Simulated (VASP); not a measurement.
# Si2Mo (I4/mmm) in VASP: single point with PBE

Aim: the single point of Si2Mo with PBE.

All numbers are computed with VASP 6.6.1; they aren't measurements. Logs are shortened: lines on timing, memory, paths and dates and some standing lists are left out, and cuts for length are marked.

## 1. The cell of the first run

The structure is tetragonal, space group I4/mmm (No. 139). Conventional cell: a = 3.217 Å, b = 3.217 Å, c = 7.873 Å, α = 90.00°, β = 90.00°, γ = 90.00°. Within 3.4 Å of Si (site symmetry 4mm) lie 9 Si at 2.60 to 3.22 Å and 5 Mo at 2.62 to 2.64 Å. Within 3.5 Å of Mo (site symmetry 4/mmm) lie 10 Si at 2.62 to 2.64 Å and 4 Mo at 3.22 Å.

## 2. Single point, PBE

Input file INCAR:

```
SYSTEM = Si2Mo
PREC     = Accurate       ! precision mode
ENCUT    = 520            ! plane-wave cutoff, eV
EDIFF    = 1E-7           ! SCF threshold, eV
ISMEAR   = 0              ! smearing method
SIGMA    = 0.1            ! smearing width, eV
LREAL    = .False.        ! projectors in reciprocal space
LASPH    = .True.         ! aspherical terms in the spheres
NELM     = 100            ! most SCF steps
ALGO     = Normal         ! electronic algorithm
ISIF     = 2              ! what is computed and relaxed
LWAVE    = .False.        ! write WAVECAR
LCHARG   = .False.        ! write CHGCAR
GGA      = PE             ! functional
NBANDS   = 18             ! bands
```

Input file KPOINTS:

```
Automatic mesh
0
Gamma
  18 18 18
  0 0 0
```

Input file POSCAR:

```
Si2Mo
1.0
   -1.6084858703      1.6084858703      3.9366136687
    1.6084858703     -1.6084858703      3.9366136687
    1.6084858703      1.6084858703     -3.9366136687
Si Mo
2 1
Direct
    0.3350971325      0.3350971325      0.0000000000
    0.6649028675      0.6649028675      0.0000000000
    0.0000000000      0.0000000000      0.0000000000
```

Potentials or basis: VASP PAW PBE potentials, release 64 (Si, Mo_sv).

Started as:

```
> cat potpaw_PBE.64/Si/POTCAR potpaw_PBE.64/Mo_sv/POTCAR > POTCAR
> mpirun -np 1 vasp_std > vasp.out
```

OUTCAR:

```text
SYSTEM = Si2Mo
   PREC = Accurate
   ENCUT = 520
   EDIFF = 1E-7
   ISMEAR = 0
   LREAL = .False.
   LASPH = .True.
   NELM = 100
   ISIF = 2
   GGA = PE

 ion  position               nearest neighbor table
   1  0.335  0.335  0.000-   2 2.60   3 2.62   3 2.62   3 2.62   3 2.62   3 2.64   2 2.64   2 2.64
                             2 2.64   2 2.64
   2  0.665  0.665  0.000-   1 2.60   3 2.62   3 2.62   3 2.62   3 2.62   3 2.64   1 2.64   1 2.64
                             1 2.64   1 2.64
   3  0.000  0.000  0.000-   2 2.62   2 2.62   1 2.62   2 2.62   1 2.62   1 2.62   2 2.62   1 2.62
                             1 2.64   2 2.64

  LATTYP: Found a body centered tetragonal cell.
 ALAT       =     3.2169717406
 C/A-ratio  =     2.4474033259

  Lattice vectors:

 A1 = (  -1.6084858703,   1.6084858703,   3.9366136687)
 A2 = (   1.6084858703,  -1.6084858703,   3.9366136687)
 A3 = (   1.6084858703,   1.6084858703,  -3.9366136687)

Analysis of symmetry for initial positions (statically):
=====================================================================
 Subroutine PRICEL returns:
 Original cell was already a primitive cell.

 Routine SETGRP: Setting up the symmetry group for a
 body centered tetragonal supercell.

 Subroutine GETGRP returns: Found 16 space group operations
 (whereof 16 operations were pure point group operations)
 out of a pool of 16 trial point group operations.

The static configuration has the point symmetry D_4h.

Analysis of symmetry for dynamics (positions and initial velocities):
=====================================================================
 Subroutine PRICEL returns:
 Original cell was already a primitive cell.

 Routine SETGRP: Setting up the symmetry group for a
 body centered tetragonal supercell.

 Subroutine GETGRP returns: Found 16 space group operations
 (whereof 16 operations were pure point group operations)
 out of a pool of 16 trial point group operations.

The dynamic configuration has the point symmetry D_4h.

 Subroutine INISYM returns: Found 16 space group operations
 (whereof 16 operations are pure point group operations),
 and found     1 'primitive' translations

----------------------------------------------------------------------------------------

                                     Primitive cell

  volume of cell :      40.7396

  direct lattice vectors                    reciprocal lattice vectors
    -1.608485870  1.608485870  3.936613669     0.000000000  0.310851347  0.127012718
     1.608485870 -1.608485870  3.936613669     0.310851347  0.000000000  0.127012718
[... 86 lines left out ...]
   NELM   =    100;   NELMIN=  2; NELMDL= -5     # of ELM steps
   EDIFF  = 0.1E-06   stopping-criterion for ELM
   LREAL  =      F    real-space projection
   EDIFFG = 0.1E-05   stopping-criterion for IOM
   NSW    =      0    number of steps for IOM
   IBRION =     -1    ionic relax: 0-MD 1-quasi-New 2-CG
   NFREE  =      0    steps in history (QN), initial steepest desc. (CG)
   ISIF   =      2    stress and relaxation
   ISYM   =      2    0-nonsym 1-usesym 2-fastsym
   POTIM  = 0.5000    time-step for ionic-motion
   TEBEG  =    0.0;   TEEND  =   0.0 temperature during run
   PSTRESS=    0.0 pullay stress
   NELECT =      22.0000    total number of electrons
   NUPDOWN=      -1.0000    fix difference up-down
   EMIN   =  10.00;   EMAX   =-10.00  energy-range for DOS
   EFERMI =   0.00;   METHOD = LEGACY
   ISMEAR =     0;   SIGMA  =   0.10  broadening in eV -4-tet -1-fermi 0-gaus
   EFERMI_NEDOS =   21; number of points for ismear=-14 and -15
   IALGO  =     38    algorithm
   IMIX   =      4    mixing-type and parameters
     AMIX     =   0.40;   BMIX     =  1.00
     AMIX_MAG =   1.60;   BMIX_MAG =  1.00
  volume/ion in A,a.u.               =      13.58        91.64
  Fermi-wavevector in a.u.,A,eV,Ry     =   1.333143  2.519274 24.181218  1.777269
  Thomas-Fermi vector in A             =   2.462024
   LORBIT       =      0    0 simple, 1 ext, 2 COOP (PROOUT), +10 PAW based schemes
   GGA     = PE    functional components
   LHFCALC =     F    Hartree Fock is set to
   AEXX    =    0.0000 exact exchange contribution
   IVDW    =     0    specifies the selected vdW correction
   LEPSILON=     F    determine dielectric tensor
   LRPA    =     F    only Hartree local field effects (RPA)
 non-spin polarized calculation
 Gauss-broadening in eV      SIGMA  =   0.10
  energy-cutoff  :      520.00
  volume of cell :       40.74
 maximum number of plane-waves:      1134
 NGX is ok and might be reduce to    36
   NGX = 17   NGY = 17   NGZ = 17

 number of electron      22.0000000 magnetization

 Free energy of the ion-electron system (eV)
  ---------------------------------------------------
  ext. energy  EPLUGINS =         0.00000000
  ---------------------------------------------------
  free energy    TOTEN  =       -23.26226521 eV

  energy without entropy =      -23.26110647  energy(sigma->0) =      -23.26168584

 E-fermi :  12.0695     XC(G=0): -12.3687

 val. band max:       12.0670353985   @ k =   0.0556   0.0556   0.0000
 cond. band min:      12.0774137286   @ k =  -0.1111  -0.1111   0.0556
 fundamental gap:      0.0103783301
 Fermi energy:        12.0695361365

 k-point     1 :       0.0000    0.0000    0.0000
  band No.  band energies     occupation
      1     -48.6653      2.00000
      2     -22.8063      2.00000
      3     -22.7398      2.00000
      4     -22.7398      2.00000
      5      -1.2500      2.00000
      6       5.7641      2.00000
[... 481 lines left out ...]
      5      -0.3940      2.00000
      6       5.7928      2.00000
[... 10 lines left out ...]
     17      18.2119      0.00000
     18      20.4411      0.00000

 [... further k-points ...]
[... 5 lines left out ...]
  --------------------------------------------------------------------------------------
  -------------------------------------------------------------------------------------
  Total        0.0373435      0.0373435      0.0311118      0.0000000      0.0000000      0.0000000
  in kB        1.4686176      1.4686176      1.2235404      0.0000000      0.0000000      0.0000000
  external PRESSURE =       1.3869252 kB  Pullay stress =       0.0000000 kB

 VOLUME and BASIS-vectors are now :
 -----------------------------------------------------------------------------
  energy-cutoff  :      520.00
  volume of cell :       40.74
      direct lattice vectors                 reciprocal lattice vectors
    -1.608485870  1.608485870  3.936613669     0.000000000  0.310851347  0.127012718
     1.608485870 -1.608485870  3.936613669     0.310851347  0.000000000  0.127012718
     1.608485870  1.608485870 -3.936613669     0.310851347  0.310851347  0.000000000

 POSITION                                       TOTAL-FORCE (eV/Angst)
 -----------------------------------------------------------------------------------
      0.00000      0.00000      2.63830         0.000000      0.000000     -0.003795
      0.00000      0.00000      5.23493         0.000000      0.000000      0.003795
      0.00000      0.00000      0.00000        -0.000000     -0.000000      0.000000
 -----------------------------------------------------------------------------------
    total drift:                               -0.000000      0.000000      0.000000

  FREE ENERGIE OF THE ION-ELECTRON SYSTEM (eV)
  ---------------------------------------------------
  free  energy   TOTEN  =       -23.2622652115 eV

  energy  without entropy=      -23.2611064724  energy(sigma->0) =      -23.26168584
```

stdout:

```text
POSCAR found type information on POSCAR SiMo
 POSCAR found :  2 types and       3 ions
 scaLAPACK will be used
 LDA part: xc-table for (Slater+PW92), standard interpolation
 POSCAR, INCAR and KPOINTS ok, starting setup
 FFT: planning ... GRIDC
 FFT: planning ... GRID_SOFT
 FFT: planning ... GRID
 WAVECAR not read
 entering main loop
```

Wall time 9.7 min (1 thread of Intel Xeon Platinum 8259CL at 2.50GHz (Skylake/Cascade Lake), shared host); peak memory 0.46 GiB.

What came out:

| Item | Value |
| --- | --- |
| Free energy | -23.2623 eV |
| Pressure | 0.1 GPa |
| Largest force | 0.004 eV/Å |
| Band gap on the k mesh | zero (band 11 reaches 12.53 eV, above the bottom of band 12 at 11.59 eV) |

Forces in eV/Å, atoms in the order of the input:
```
Si   0.000  0.000 -0.004
Si   0.000  0.000  0.004
Mo   0.000  0.000  0.000
```

Levels at points of the mesh, in eV from the Fermi level:
```csv
k point,band 8,band 9,band 10,band 11,band 12,band 13,band 14,band 15
"(0.00, 0.00, 0.00)",-2.99,-2.58,-2.58,0.36,3.07,3.25,3.47,3.47
"(0.50, 0.00, 0.00)",-4.45,-2.54,-2.52,-0.49,2.21,3.07,3.97,4.17
"(0.50, 0.50, 0.00)",-5.20,-4.39,-2.99,-1.21,2.26,2.67,3.10,3.31
"(0.50, 0.50, 0.50)",-2.15,-0.57,-0.57,-0.48,-0.48,0.49,4.69,4.99
```
